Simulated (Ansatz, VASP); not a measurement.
Pd: VASP beside Ansatz

```xyz
2
Lattice="0.0000 2.5981 2.5981 2.5981 0.0000 2.5981 2.5981 2.5981 0.0000" Properties=species:S:1:pos:R:3 pbc="T T T"
Pd    0.0000    0.0000    0.0000
Pd    2.5981    2.5981    2.5981
```

Alike in both runs: task single point; functional PBEsol; k mesh 12 × 12 × 12; occupations fermi-dirac, width 0.05 eV; collinear spin.

|  | VASP | Ansatz |
| --- | --- | --- |
| version | VASP 6.6.1 | Ansatz 0.2.0 |
| potentials or method | VASP PAW PBE potentials, release 64 (Pd), cutoff 520 eV | plane waves (420 eV) with PAW, scalar-relativistic |
| valence electrons in the cell | 20 | 36 |

```tsv
	VASP	Ansatz	Ansatz less VASP
pressure (GPa)	-5.4	-5.0	+0.33
net moment per atom (μB)	0.00	0.00	0.000
```

VASP's potentials were made for PBE, not for PBEsol, and Ansatz warns of the same on its side. VASP's potentials hold 20 valence electrons a cell and Ansatz's 36, so a difference there can come from the potentials and not from the codes. Ansatz's warnings: seeded moment not kept.
